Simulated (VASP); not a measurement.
# AlN (I4mm) in VASP: notebook

The runs below take AlN through single point, with PBEsol.

Program: VASP 6.6.1. These are calculated values, not measurements. Logs are shortened: lines on timing, memory, paths and dates and some standing lists are left out, and cuts for length are marked.

### 1 The cell of the first run

Symmetry: I4mm, No. 107, tetragonal system. Conventional cell: a = 2.877 Å, b = 2.877 Å, c = 4.069 Å, α = 90.00°, β = 90.00°, γ = 90.00°. Within 2.6 Å of Al (site symmetry 4mm) lie 6 N at 1.97 to 2.10 Å. N (site symmetry 4mm) has 6 Al at 1.97 to 2.10 Å within 2.6 Å.

### 2 Single point, PBEsol

Contents of INCAR:

```
ALGO     = Normal         # electronic algorithm
EDIFF    = 1E-7           # SCF threshold, eV
ENCUT    = 520            # plane-wave cutoff, eV
GGA      = PS             # functional
ISIF     = 2              # what is computed and relaxed
ISMEAR   = 0              # smearing method
LASPH    = T              # aspherical terms in the spheres
LCHARG   = T              # write CHGCAR
LELF     = T              # ELF
LREAL    = F              # projectors in reciprocal space
LVHAR    = T            
LWAVE    = F              # write WAVECAR
NBANDS   = 11             # bands
NELM     = 100            # most SCF steps
PREC     = Accurate       # precision mode
SIGMA    = 0.05           # smearing width, eV
```

Contents of KPOINTS:

```
k-points
0
Gamma
  10 10 10
```

Contents of POSCAR:

```
AlN
1.0
    0.0000000000      2.0345180000      2.0345180000
    2.0345180000      0.0000000000      2.0345180000
    2.0345180000      2.0345180000      0.0000000000
Al N
1 1
Direct
    0.4846400966      0.4846400966      0.5153599034
    0.0000000000      0.0000000000      0.0000000000
```

Potentials or basis: VASP PAW PBE potentials, release 64 (Al, N).

Launch:

```
$ cat potpaw_PBE.64/Al/POTCAR potpaw_PBE.64/N/POTCAR > POTCAR
$ mpirun -np 1 vasp_std > vasp.out
```

OUTCAR:

```text
EDIFF = 1E-7
   ENCUT = 520
   GGA = PS
   ISIF = 2
   ISMEAR = 0
   LASPH = T
   LREAL = F
   NELM = 100
   PREC = Accurate

 ion  position               nearest neighbor table
   1  0.485  0.485  0.515-   2 1.97   2 2.04   2 2.04   2 2.04   2 2.04   2 2.10
   2  0.000  0.000  0.000-   1 1.97   1 2.04   1 2.04   1 2.04   1 2.04   1 2.10

  LATTYP: Found a face centered cubic cell.
 ALAT       =     4.0690360000

  Lattice vectors:

 A1 = (   0.0000000000,   2.0345180000,   2.0345180000)
 A2 = (   2.0345180000,   0.0000000000,   2.0345180000)
 A3 = (   2.0345180000,   2.0345180000,   0.0000000000)

Analysis of symmetry for initial positions (statically):
=====================================================================
 Subroutine PRICEL returns:
 Original cell was already a primitive cell.

 Routine SETGRP: Setting up the symmetry group for a
 face centered cubic supercell.

 Subroutine GETGRP returns: Found  8 space group operations
 (whereof  8 operations were pure point group operations)
 out of a pool of 48 trial point group operations.

The static configuration has the point symmetry C_4v.

Analysis of symmetry for dynamics (positions and initial velocities):
=====================================================================
 Subroutine PRICEL returns:
 Original cell was already a primitive cell.

 Routine SETGRP: Setting up the symmetry group for a
 face centered cubic supercell.

 Subroutine GETGRP returns: Found  8 space group operations
 (whereof  8 operations were pure point group operations)
 out of a pool of 48 trial point group operations.

The dynamic configuration has the point symmetry C_4v.

 Subroutine INISYM returns: Found  8 space group operations
 (whereof  8 operations are pure point group operations),
 and found     1 'primitive' translations

----------------------------------------------------------------------------------------

                                     Primitive cell

  volume of cell :      16.8428

  direct lattice vectors                    reciprocal lattice vectors
     0.000000000  2.034518000  2.034518000    -0.245758455  0.245758455  0.245758455
     2.034518000  0.000000000  2.034518000     0.245758455 -0.245758455  0.245758455
     2.034518000  2.034518000  0.000000000     0.245758455  0.245758455 -0.245758455

  length of vectors
     2.877242948  2.877242948  2.877242948     0.425666130  0.425666130  0.425666130

  position of ions in fractional coordinates (direct lattice)
     0.484640097  0.484640097  0.515359903
     0.000000000  0.000000000  0.000000000

  ion indices of the primitive-cell ions
   primitive index   ion index
                 1           1
                 2           2

----------------------------------------------------------------------------------------

 KPOINTS: k-points

Automatic generation of k-mesh.
 Grid dimensions read from file:
 generate k-points for:   10   10   10

 Generating k-lattice:

  Cartesian coordinates                     Fractional coordinates (reciprocal lattice)
    -0.024575845  0.024575845  0.024575845     0.100000000  0.000000000  0.000000000
     0.024575845 -0.024575845  0.024575845     0.000000000  0.100000000  0.000000000
     0.024575845  0.024575845 -0.024575845     0.000000000  0.000000000  0.100000000

  Length of vectors
     0.042566613  0.042566613  0.042566613

  Shift w.r.t. Gamma in fractional coordinates (k-lattice)
     0.000000000  0.000000000  0.000000000

 Subroutine IBZKPT returns following result:
 ===========================================

 Found    102 irreducible k-points:

 Following reciprocal coordinates:
            Coordinates               Weight
  0.000000  0.000000  0.000000      1.000000
  0.100000  0.000000  0.000000      8.000000
  0.200000  0.000000  0.000000      8.000000
  0.300000  0.000000  0.000000      8.000000
  0.400000  0.000000  0.000000      8.000000
  0.500000  0.000000  0.000000      4.000000
[... 16 lines left out ...]
 -0.100000  0.100000  0.000000      4.000000
  0.000000 -0.100000  0.100000      8.000000
 [... further k-points ...]
   k-points           NKPTS =    102   k-points in BZ     NKDIM =    102   number of bands    NBANDS=     11
   number of dos      NEDOS =    301   number of ions     NIONS =      2
   total plane-waves  NPLWV =  13824
   dimension x,y,z NGX =    24 NGY =   24 NGZ =   24
   dimension x,y,z NGXF=    48 NGYF=   48 NGZF=   48
   ions per type =               1   1
   NGX,Y,Z   is equivalent  to a cutoff of  13.87, 13.87, 13.87 a.u.
   NGXF,Y,Z  is equivalent  to a cutoff of  27.73, 27.73, 27.73 a.u.
 SYSTEM =  unknown system
   PREC   = accura    normal or accurate (medium, high low for compatibility)
   ISTART =      0    job   : 0-new  1-cont  2-samecut
   ICHARG =      2    charge: 1-file 2-atom 10-const
   ISPIN  =      1    spin polarized calculation?
   LNONCOLLINEAR =      F non collinear calculations
   LSORBIT =      F    spin-orbit coupling
   LASPH  =      T    aspherical Exc in radial PAW
   ENCUT  =  520.0 eV  38.22 Ry    6.18 a.u.   5.35  5.35  5.35*2*pi/ulx,y,z
   NELM   =    100;   NELMIN=  2; NELMDL= -5     # of ELM steps
   EDIFF  = 0.1E-06   stopping-criterion for ELM
   LREAL  =      F    real-space projection
   EDIFFG = 0.1E-05   stopping-criterion for IOM
   NSW    =      0    number of steps for IOM
   IBRION =     -1    ionic relax: 0-MD 1-quasi-New 2-CG
   NFREE  =      0    steps in history (QN), initial steepest desc. (CG)
   ISIF   =      2    stress and relaxation
   ISYM   =      2    0-nonsym 1-usesym 2-fastsym
   POTIM  = 0.5000    time-step for ionic-motion
   TEBEG  =    0.0;   TEEND  =   0.0 temperature during run
   PSTRESS=    0.0 pullay stress
   NELECT =       8.0000    total number of electrons
   NUPDOWN=      -1.0000    fix difference up-down
   EMIN   =  10.00;   EMAX   =-10.00  energy-range for DOS
   EFERMI =   0.00;   METHOD = LEGACY
   ISMEAR =     0;   SIGMA  =   0.05  broadening in eV -4-tet -1-fermi 0-gaus
   EFERMI_NEDOS =   21; number of points for ismear=-14 and -15
   IALGO  =     38    algorithm
   IMIX   =      4    mixing-type and parameters
     AMIX     =   0.40;   BMIX     =  1.00
     AMIX_MAG =   1.60;   BMIX_MAG =  1.00
  volume/ion in A,a.u.               =       8.42        56.83
  Fermi-wavevector in a.u.,A,eV,Ry     =   1.277321  2.413786 22.198561  1.631548
  Thomas-Fermi vector in A             =   2.409927
   LORBIT       =      0    0 simple, 1 ext, 2 COOP (PROOUT), +10 PAW based schemes
   GGA     = PS    functional components
   LHFCALC =     F    Hartree Fock is set to
   AEXX    =    0.0000 exact exchange contribution
   IVDW    =     0    specifies the selected vdW correction
   LEPSILON=     F    determine dielectric tensor
   LRPA    =     F    only Hartree local field effects (RPA)
 non-spin polarized calculation
 Gauss-broadening in eV      SIGMA  =   0.05
  energy-cutoff  :      520.00
  volume of cell :       16.84
 maximum number of plane-waves:       469
 NGX is ok and might be reduce to    24
   NGX = 11   NGY = 11   NGZ = 11

 number of electron       7.9999999 magnetization

 Free energy of the ion-electron system (eV)
  ---------------------------------------------------
  ext. energy  EPLUGINS =         0.00000000
  ---------------------------------------------------
  free energy    TOTEN  =       -15.43156087 eV

  energy without entropy =      -15.43156087  energy(sigma->0) =      -15.43156087

 E-fermi :   9.9625     XC(G=0): -12.3613

 val. band max:        9.6370797231   @ k =   0.0000   0.0000   0.0000
 cond. band min:      14.0001218912   @ k =   0.0000   0.5000   0.5000
 fundamental gap:      4.3630421680
 Fermi energy:         9.9625033859

 k-point     1 :       0.0000    0.0000    0.0000
  band No.  band energies     occupation
      1      -7.7387      2.00000
      2       9.6200      2.00000
      3       9.6371      2.00000
      4       9.6371      2.00000
      5      15.0278      0.00000
      6      21.6145      0.00000
      7      21.6170      0.00000
      8      21.6170      0.00000
      9      26.6223      0.00000
     10      27.1798      0.00000
     11      27.1938      0.00000

 k-point     2 :       0.1000    0.0000    0.0000
  band No.  band energies     occupation
      1      -7.5362      2.00000
      2       8.6073      2.00000
      3       9.5109      2.00000
      4       9.5177      2.00000
      5      15.6624      0.00000
      6      20.6942      0.00000
      7      21.9076      0.00000
      8      21.9147      0.00000
      9      25.5654      0.00000
     10      25.5892      0.00000
     11      27.5176      0.00000

 k-point     3 :       0.2000    0.0000    0.0000
  band No.  band energies     occupation
      1      -6.9466      2.00000
      2       6.4807      2.00000
      3       9.2210      2.00000
      4       9.2279      2.00000
      5      16.3253      0.00000
      6      20.1650      0.00000
      7      22.0543      0.00000
      8      22.0595      0.00000
      9      24.9969      0.00000
     10      25.0275      0.00000
     11      26.8529      0.00000

 k-point     4 :       0.3000    0.0000    0.0000
  band No.  band energies     occupation
      1      -6.0428      2.00000
      2       4.1766      2.00000
      3       8.8998      2.00000
      4       8.9069      2.00000
      5      16.0846      0.00000
      6      20.9613      0.00000
      7      21.3017      0.00000
      8      21.4216      0.00000
      9      25.9935      0.00000
     10      26.4795      0.00000
     11      26.5421      0.00000
[... 239 lines left out ...]
 k-point    22 :       0.0000   -0.2000    0.1000
  band No.  band energies     occupation
      1      -6.5083      2.00000
      2       5.6756      2.00000
      3       8.1917      2.00000
      4       9.2498      2.00000
      5      16.9724      0.00000
      6      19.7735      0.00000
      7      21.3371      0.00000
      8      22.0907      0.00000
      9      23.9500      0.00000
     10      26.8815      0.00000
     11      28.0411      0.00000

 k-point    23 :      -0.1000    0.1000    0.0000
  band No.  band energies     occupation
      1      -7.2047      2.00000
      2       7.5755      2.00000
      3       8.8351      2.00000
      4       9.5084      2.00000
      5      16.4229      0.00000
      6      19.8316      0.00000
      7      22.1474      0.00000
      8      22.3241      0.00000
      9      23.6804      0.00000
     10      25.9031      0.00000
     11      28.3716      0.00000

 k-point    24 :       0.0000   -0.1000    0.1000
  band No.  band energies     occupation
      1      -7.2047      2.00000
      2       7.5774      2.00000
      3       8.8383      2.00000
      4       9.5025      2.00000
      5      16.4150      0.00000
      6      19.8417      0.00000
      7      22.1233      0.00000
      8      22.3343      0.00000
      9      23.7264      0.00000
     10      25.8975      0.00000
     11      28.3246      0.00000

 [... further k-points ...]
[... 5 lines left out ...]
  --------------------------------------------------------------------------------------
  -------------------------------------------------------------------------------------
  Total       -0.4938931     -0.4938931     -0.2582418      0.0000000      0.0000000      0.0000000
  in kB      -46.9817205    -46.9817205    -24.5653271      0.0000000      0.0000000      0.0000000
  external PRESSURE =     -39.5095894 kB  Pullay stress =       0.0000000 kB

 VOLUME and BASIS-vectors are now :
 -----------------------------------------------------------------------------
  energy-cutoff  :      520.00
  volume of cell :       16.84
      direct lattice vectors                 reciprocal lattice vectors
     0.000000000  2.034518000  2.034518000    -0.245758455  0.245758455  0.245758455
     2.034518000  0.000000000  2.034518000     0.245758455 -0.245758455  0.245758455
     2.034518000  2.034518000  0.000000000     0.245758455  0.245758455 -0.245758455

 POSITION                                       TOTAL-FORCE (eV/Angst)
 -----------------------------------------------------------------------------------
      2.03452      2.03452      1.97202         0.000000      0.000000      0.431019
      0.00000      0.00000      0.00000         0.000000      0.000000     -0.431019
 -----------------------------------------------------------------------------------
    total drift:                               -0.000000     -0.000000     -0.000145

  FREE ENERGIE OF THE ION-ELECTRON SYSTEM (eV)
  ---------------------------------------------------
  free  energy   TOTEN  =       -15.4315608686 eV

  energy  without entropy=      -15.4315608686  energy(sigma->0) =      -15.43156087
```

Wall time 20 s (1 thread of Intel Xeon Platinum 8175M at 2.50GHz (Skylake/Cascade Lake), shared host); peak memory 0.14 GiB.

What came out:

- Free energy: -15.4316 eV
- Pressure: -4.0 GPa
- Largest force: 0.431 eV/Å
- Band gap on the k mesh: 4.36 eV, indirect (least direct gap 5.39 eV)

Forces on the atoms (eV/Å):
```
Al   0.000  0.000  0.431
N    0.000  0.000 -0.431
```

Stress tensor (GPa, compression positive):
```
-4.70  0.00  0.00
 0.00 -4.70  0.00
 0.00  0.00 -2.46
```

Caveat: the cell differs from its parent crystal (all Al atoms moved +0.062 Å, as atom 1 towards its neighbour atom 2 (N) at 2.035 Å); the PAW data sets were made with another functional, which shifts forces and pressure a little.

### 3 Single point, PBEsol

Contents of INCAR:

```
SYSTEM = AlN
PREC = Accurate ; ENCUT = 520
EDIFF = 1E-7 ; ISMEAR = 0
SIGMA = 0.05 ; LREAL = .False.
LASPH = .True. ; NELM = 80
ALGO = Normal ; ISIF = 2
LWAVE = .False. ; LCHARG = .True.
GGA = PS ; LELF = .True.
LVHAR = .True. ; NBANDS = 11
```

Contents of KPOINTS:

```
Automatic mesh
0
Gamma
  10 10 10
  0 0 0
```

POSCAR: that of step 2 with these lines changed.

```diff
@@ -8,3 +8,3 @@
 Direct
-    0.4846400966      0.4846400966      0.5153599034
+    0.4907840579      0.4907840579      0.5092159421
     0.0000000000      0.0000000000      0.0000000000
```

Potentials or basis: VASP PAW PBE potentials, release 64 (Al, N).

Launch:

```
$ cat potpaw_PBE.64/Al/POTCAR potpaw_PBE.64/N/POTCAR > POTCAR
$ mpirun -np 1 vasp_std > vasp.out
```

OUTCAR:

```text
SYSTEM = AlN
   PREC = Accurate
   ENCUT = 520
   EDIFF = 1E-7
   ISMEAR = 0
   LREAL = .False.
   LASPH = .True.
   NELM = 80
   ISIF = 2
   GGA = PS

 ion  position               nearest neighbor table
   1  0.491  0.491  0.509-   2 2.00   2 2.03   2 2.03   2 2.03   2 2.03   2 2.07
   2  0.000  0.000  0.000-   1 2.00   1 2.03   1 2.03   1 2.03   1 2.03   1 2.07

  LATTYP: Found a face centered cubic cell.
 ALAT       =     4.0690360000

  Lattice vectors:

 A1 = (   0.0000000000,   2.0345180000,   2.0345180000)
 A2 = (   2.0345180000,   0.0000000000,   2.0345180000)
 A3 = (   2.0345180000,   2.0345180000,   0.0000000000)
[... 514 lines left out ...]
      8      22.3231      0.00000
      9      23.6975      0.00000
     10      25.8896      0.00000
     11      28.3315      0.00000

 [... further k-points ...]
[... 5 lines left out ...]
  --------------------------------------------------------------------------------------
  -------------------------------------------------------------------------------------
  Total       -0.4846954     -0.4846954     -0.4000820      0.0000000      0.0000000     -0.0000000
  in kB      -46.1067855    -46.1067855    -38.0579127      0.0000000      0.0000000     -0.0000000
  external PRESSURE =     -43.4238279 kB  Pullay stress =       0.0000000 kB

 VOLUME and BASIS-vectors are now :
 -----------------------------------------------------------------------------
  energy-cutoff  :      520.00
  volume of cell :       16.84
      direct lattice vectors                 reciprocal lattice vectors
     0.000000000  2.034518000  2.034518000    -0.245758455  0.245758455  0.245758455
     2.034518000  0.000000000  2.034518000     0.245758455 -0.245758455  0.245758455
     2.034518000  2.034518000  0.000000000     0.245758455  0.245758455 -0.245758455

 POSITION                                       TOTAL-FORCE (eV/Angst)
 -----------------------------------------------------------------------------------
      2.03452      2.03452      1.99702         0.000000      0.000000      0.253212
      0.00000      0.00000      0.00000         0.000000      0.000000     -0.253212
 -----------------------------------------------------------------------------------
    total drift:                               -0.000000     -0.000000     -0.000051

  FREE ENERGIE OF THE ION-ELECTRON SYSTEM (eV)
  ---------------------------------------------------
  free  energy   TOTEN  =       -15.4400885066 eV

  energy  without entropy=      -15.4400885066  energy(sigma->0) =      -15.44008851
```

stdout:

```text
POSCAR found type information on POSCAR AlN
 POSCAR found :  2 types and       2 ions
 scaLAPACK will be used
 -----------------------------------------------------------------------------
|                                                                             |
|                                                                             |
|     You enforced a specific xc type in the INCAR file but a different       |
|     I HOPE YOU KNOW WHAT YOU ARE DOING!                                     |
|                                                                             |
 -----------------------------------------------------------------------------

 LDA part: xc-table for (Slater+PW92), standard interpolation
 POSCAR, INCAR and KPOINTS ok, starting setup
 FFT: planning ... GRIDC
 FFT: planning ... GRID_SOFT
 FFT: planning ... GRID
 WAVECAR not read
 entering main loop
```

Run time: 18 s. Hardware: 1 thread of Intel Xeon Platinum 8175M at 2.50GHz (Skylake/Cascade Lake), shared host; peak memory 0.14 GiB.

What came out:

| Item | Value |
| --- | --- |
| Free energy | -15.4401 eV |
| Pressure | -4.3 GPa |
| Largest force | 0.253 eV/Å |
| Band gap on the k mesh | 4.37 eV, indirect (least direct gap 5.40 eV) |

Forces in eV/Å, atoms in the order of the input:
```
Al   0.000  0.000  0.253
N    0.000  0.000 -0.253
```

Caveat: the cell differs from its parent crystal (all Al atoms moved +0.037 Å, as atom 1 towards its neighbour atom 2 (N) at 2.035 Å); the PAW data sets were made with another functional, which shifts forces and pressure a little.

[end of part 1 of 2]
